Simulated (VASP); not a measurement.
# Br (I4/mmm) in VASP: notebook

Runs on Br. Level: PBE+D3(BJ). Tasks: single point.

Program: VASP 6.6.1. These are calculated values, not measurements. Logs are shortened: lines on timing, memory, paths and dates and some standing lists are left out, and cuts for length are marked.

## (1) The cell of the first run

The structure is tetragonal, space group I4/mmm (No. 139). Conventional cell: a = 2.748 Å, b = 2.748 Å, c = 7.106 Å, α = 90.00°, β = 90.00°, γ = 90.00°. Within 3.6 Å of Br (site symmetry 4/mmm) lie 4 Br at 2.75 Å.

## (2) Single point, PBE+D3(BJ)

Input file INCAR:

```
SYSTEM = Br
PREC = Accurate
ENCUT = 520
EDIFF = 1E-6
ISMEAR = 0
SIGMA = 0.15
LREAL = .False.
LASPH = .True.
NELM = 80
ALGO = Fast
ISIF = 2
LWAVE = .False.
LCHARG = .False.
GGA = PE
IVDW = 12
NBANDS = 10
```

Input file KPOINTS:

```
Automatic mesh
0
Gamma
  22 22 22
  0 0 0
```

Input file POSCAR:

```
Br
1.0
   -1.3742500000      1.3742500000      3.5532137791
    1.3742500000     -1.3742500000      3.5532137791
    1.3742500000      1.3742500000     -3.5532137791
Br
1
Direct
    0.0000000000      0.0000000000      0.0000000000
```

Potentials or basis: VASP PAW PBE potentials, release 64 (Br).

Started as:

```sh
> cat potpaw_PBE.64/Br/POTCAR > POTCAR
> mpirun -np 1 vasp_std > vasp.out
```

OUTCAR:

```text
SYSTEM = Br
   PREC = Accurate
   ENCUT = 520
   EDIFF = 1E-6
   ISMEAR = 0
   LREAL = .False.
   LASPH = .True.
   NELM = 80
   ISIF = 2
   GGA = PE
   IVDW = 12
 IVDW          = 12

 ion  position               nearest neighbor table
   1  0.000  0.000  0.000-

  LATTYP: Found a body centered tetragonal cell.
 ALAT       =     2.7485000000
 C/A-ratio  =     2.5855657843

  Lattice vectors:

 A1 = (  -1.3742500000,   1.3742500000,   3.5532137791)
 A2 = (   1.3742500000,  -1.3742500000,   3.5532137791)
 A3 = (   1.3742500000,   1.3742500000,  -3.5532137791)

Analysis of symmetry for initial positions (statically):
=====================================================================
 Subroutine PRICEL returns:
 Original cell was already a primitive cell.

 Routine SETGRP: Setting up the symmetry group for a
 body centered tetragonal supercell.

 Subroutine GETGRP returns: Found 16 space group operations
 (whereof 16 operations were pure point group operations)
 out of a pool of 16 trial point group operations.

The static configuration has the point symmetry D_4h.

Analysis of symmetry for dynamics (positions and initial velocities):
=====================================================================
 Subroutine PRICEL returns:
 Original cell was already a primitive cell.

 Routine SETGRP: Setting up the symmetry group for a
 body centered tetragonal supercell.

 Subroutine GETGRP returns: Found 16 space group operations
 (whereof 16 operations were pure point group operations)
 out of a pool of 16 trial point group operations.

The dynamic configuration has the point symmetry D_4h.

 Subroutine INISYM returns: Found 16 space group operations
 (whereof 16 operations are pure point group operations),
 and found     1 'primitive' translations

----------------------------------------------------------------------------------------

                                     Primitive cell

  volume of cell :      26.8419

  direct lattice vectors                    reciprocal lattice vectors
    -1.374250000  1.374250000  3.553213779     0.000000000  0.363834819  0.140717680
     1.374250000 -1.374250000  3.553213779     0.363834819  0.000000000  0.140717680
     1.374250000  1.374250000 -3.553213779     0.363834819  0.363834819  0.000000000

  length of vectors
     4.049994356  4.049994356  4.049994356     0.390099014  0.390099014  0.514540135

  position of ions in fractional coordinates (direct lattice)
     0.000000000  0.000000000  0.000000000

  ion indices of the primitive-cell ions
   primitive index   ion index
                 1           1

----------------------------------------------------------------------------------------

 KPOINTS: Automatic mesh

Automatic generation of k-mesh.
 Grid dimensions read from file:
 generate k-points for:   22   22   22

 Generating k-lattice:

  Cartesian coordinates                     Fractional coordinates (reciprocal lattice)
     0.000000000  0.016537946  0.006396258     0.045454545  0.000000000 -0.000000000
     0.016537946  0.000000000  0.006396258     0.000000000  0.045454545 -0.000000000
     0.016537946  0.016537946  0.000000000     0.000000000  0.000000000  0.045454545

  Length of vectors
     0.017731773  0.017731773  0.023388188

  Shift w.r.t. Gamma in fractional coordinates (k-lattice)
     0.000000000  0.000000000  0.000000000

 Subroutine IBZKPT returns following result:
 ===========================================

 Found    834 irreducible k-points:

 Following reciprocal coordinates:
            Coordinates               Weight
  0.000000  0.000000  0.000000      1.000000
  0.045455 -0.000000  0.000000      8.000000
  0.090909 -0.000000  0.000000      8.000000
  0.136364 -0.000000  0.000000      8.000000
  0.181818  0.000000  0.000000      8.000000
  0.227273  0.000000  0.000000      8.000000
[... 16 lines left out ...]
  0.500000  0.045455  0.000000     16.000000
 -0.454545  0.045455  0.000000     16.000000
 [... further k-points ...]
   k-points           NKPTS =    834   k-points in BZ     NKDIM =    834   number of bands    NBANDS=     10
   number of dos      NEDOS =    301   number of ions     NIONS =      1
   total plane-waves  NPLWV =  27000
   dimension x,y,z NGX =    30 NGY =   30 NGZ =   30
   dimension x,y,z NGXF=    60 NGYF=   60 NGZF=   60
   ions per type =               1
   NGX,Y,Z   is equivalent  to a cutoff of  12.31, 12.31, 12.31 a.u.
   NGXF,Y,Z  is equivalent  to a cutoff of  24.63, 24.63, 24.63 a.u.
 SYSTEM =  Br
   PREC   = accura    normal or accurate (medium, high low for compatibility)
   ISTART =      0    job   : 0-new  1-cont  2-samecut
   ICHARG =      2    charge: 1-file 2-atom 10-const
   ISPIN  =      1    spin polarized calculation?
   LNONCOLLINEAR =      F non collinear calculations
   LSORBIT =      F    spin-orbit coupling
   LASPH  =      T    aspherical Exc in radial PAW
   ENCUT  =  520.0 eV  38.22 Ry    6.18 a.u.   7.53  7.53  7.53*2*pi/ulx,y,z
   NELM   =     80;   NELMIN=  2; NELMDL= -5     # of ELM steps
   EDIFF  = 0.1E-05   stopping-criterion for ELM
   LREAL  =      F    real-space projection
   EDIFFG = 0.1E-04   stopping-criterion for IOM
   NSW    =      0    number of steps for IOM
   IBRION =     -1    ionic relax: 0-MD 1-quasi-New 2-CG
   NFREE  =      0    steps in history (QN), initial steepest desc. (CG)
   ISIF   =      2    stress and relaxation
   ISYM   =      2    0-nonsym 1-usesym 2-fastsym
   POTIM  = 0.5000    time-step for ionic-motion
   TEBEG  =    0.0;   TEEND  =   0.0 temperature during run
   PSTRESS=    0.0 pullay stress
   NELECT =       7.0000    total number of electrons
   NUPDOWN=      -1.0000    fix difference up-down
   EMIN   =  10.00;   EMAX   =-10.00  energy-range for DOS
   EFERMI =   0.00;   METHOD = LEGACY
   ISMEAR =     0;   SIGMA  =   0.15  broadening in eV -4-tet -1-fermi 0-gaus
   EFERMI_NEDOS =   21; number of points for ismear=-14 and -15
   IALGO  =     68    algorithm
   IMIX   =      4    mixing-type and parameters
     AMIX     =   0.40;   BMIX     =  1.00
     AMIX_MAG =   1.60;   BMIX_MAG =  1.00
  volume/ion in A,a.u.               =      26.84       181.14
  Fermi-wavevector in a.u.,A,eV,Ry     =   1.045931  1.976524 14.884402  1.093973
  Thomas-Fermi vector in A             =   2.180748
   LORBIT       =      0    0 simple, 1 ext, 2 COOP (PROOUT), +10 PAW based schemes
   GGA     = PE    functional components
   LHFCALC =     F    Hartree Fock is set to
   AEXX    =    0.0000 exact exchange contribution
   IVDW    =    12    specifies the selected vdW correction
   LEPSILON=     F    determine dielectric tensor
   LRPA    =     F    only Hartree local field effects (RPA)
 non-spin polarized calculation
 RMM-DIIS sequential band-by-band and
 Gauss-broadening in eV      SIGMA  =   0.15
  energy-cutoff  :      520.00
  volume of cell :       26.84
 maximum number of plane-waves:       741
   NGX = 15   NGY = 15   NGZ = 15

 number of electron       7.0000000 magnetization

 Free energy of the ion-electron system (eV)
  ---------------------------------------------------
  ext. energy  EPLUGINS =         0.00000000
  ---------------------------------------------------
  free energy    TOTEN  =        -1.39081629 eV

  energy without entropy =       -1.38573739  energy(sigma->0) =       -1.38827684

 E-fermi :   2.4736     XC(G=0):  -8.9590

 val. band max:        2.4609280583   @ k =   0.3182   0.1364   0.0000
 cond. band min:       2.4742102307   @ k =  -0.1818  -0.2727   0.1818
 fundamental gap:      0.0132821723
 Fermi energy:         2.4736242963

 k-point     1 :       0.0000    0.0000    0.0000
  band No.  band energies     occupation
      1     -14.6536      2.00000
      2      -0.4919      2.00000
      3       3.5335      0.00000
      4       3.5335      0.00000
      5       7.3823      0.00000
      6      11.9808      0.00000
      7      12.9374      0.00000
      8      18.6904      0.00000
      9      18.6904      0.00000
     10      19.2194      0.00000

 k-point     2 :       0.0455   -0.0000    0.0000
  band No.  band energies     occupation
      1     -14.6235      2.00000
      2      -0.4865      2.00000
      3       3.2573      0.00000
      4       3.5527      0.00000
      5       7.4641      0.00000
      6      12.1495      0.00000
      7      13.1248      0.00000
      8      17.5857      0.00000
      9      18.7342      0.00000
     10      19.9134      0.00000

 k-point     3 :       0.0909   -0.0000    0.0000
  band No.  band energies     occupation
      1     -14.5338      2.00000
      2      -0.4700      2.00000
      3       2.5417      0.52100
      4       3.6094      0.00000
      5       7.6899      0.00000
      6      12.4252      0.00000
      7      13.8137      0.00000
      8      16.2206      0.00000
      9      18.8645      0.00000
     10      20.3372      0.00000

 k-point     4 :       0.1364   -0.0000    0.0000
  band No.  band energies     occupation
      1     -14.3872      2.00000
      2      -0.4421      2.00000
      3       1.5898      2.00000
      4       3.7007      0.00000
      5       8.0295      0.00000
      6      12.6474      0.00000
      7      14.7415      0.00000
      8      15.1683      0.00000
      9      19.0783      0.00000
     10      20.6649      0.00000
[... 222 lines left out ...]
 k-point    22 :       0.4545    0.0455    0.0000
  band No.  band energies     occupation
      1     -12.6498      2.00000
      2      -4.1633      2.00000
      3       0.0929      2.00000
      4       4.3844      0.00000
      5       8.3941      0.00000
      6      14.8232      0.00000
      7      14.9507      0.00000
      8      16.9933      0.00000
      9      17.4584      0.00000
     10      20.6772      0.00000

 k-point    23 :       0.5000    0.0455    0.0000
  band No.  band energies     occupation
      1     -12.5940      2.00000
      2      -4.2896      2.00000
      3       0.1452      2.00000
      4       4.4148      0.00000
      5       8.3034      0.00000
      6      14.8757      0.00000
      7      15.0704      0.00000
      8      16.9101      0.00000
      9      17.2911      0.00000
     10      20.5689      0.00000

 k-point    24 :      -0.4545    0.0455    0.0000
  band No.  band energies     occupation
      1     -12.6585      2.00000
      2      -4.1531      2.00000
      3       0.1573      2.00000
      4       4.3890      0.00000
      5       8.3845      0.00000
      6      14.1542      0.00000
      7      14.9207      0.00000
      8      16.9362      0.00000
      9      18.2392      0.00000
     10      20.6749      0.00000

 [... further k-points ...]

------------------------ aborting loop because EDIFF is reached ----------------------------------------

 Edisp (eV)   -0.26996

 E8    (eV) :    -0.1067

  FORCE on cell =-STRESS in cart. coord.  units (eV):
  Direction    XX          YY          ZZ          XY          YZ          ZX
  --------------------------------------------------------------------------------------
  -------------------------------------------------------------------------------------
  Total       1.12157     1.12157    -0.01279     0.00000    -0.00000     0.00000
  in kB      66.94597    66.94597    -0.76329     0.00000    -0.00000     0.00000
  external pressure =       44.38 kB  Pullay stress =        0.00 kB

 VOLUME and BASIS-vectors are now :
 -----------------------------------------------------------------------------
  energy-cutoff  :      520.00
  volume of cell :       26.84
      direct lattice vectors                 reciprocal lattice vectors
    -1.374250000  1.374250000  3.553213779     0.000000000  0.363834819  0.140717680
     1.374250000 -1.374250000  3.553213779     0.363834819  0.000000000  0.140717680
     1.374250000  1.374250000 -3.553213779     0.363834819  0.363834819  0.000000000

 POSITION                                       TOTAL-FORCE (eV/Angst)
 -----------------------------------------------------------------------------------
      0.00000      0.00000      0.00000        -0.000000     -0.000000      0.000000
 -----------------------------------------------------------------------------------
    total drift:                               -0.000000      0.000000      0.000000

  FREE ENERGIE OF THE ION-ELECTRON SYSTEM (eV)
  ---------------------------------------------------
  free  energy   TOTEN  =        -1.6607774811 eV

  energy  without entropy=       -1.6556985775  energy(sigma->0) =       -1.65823803
```

Wall time 3.8 min (1 thread of Oxide Virtual Turin-like, shared host); peak memory 0.31 GiB.

Results:

```
Free energy                : -1.6608 eV
Pressure                   : 4.4 GPa
Band gap on the k mesh     : zero (an odd number of electrons rules out a gap without spin polarisation)
Dispersion energy per atom : -0.270 eV
```

Caveat: the stress differs along the axes, from -0 to 7 GPa; an odd number of electrons without spin polarisation forces a metal; a magnetic or distorted state may lie lower.

(Part 1 of 3 ends here.)
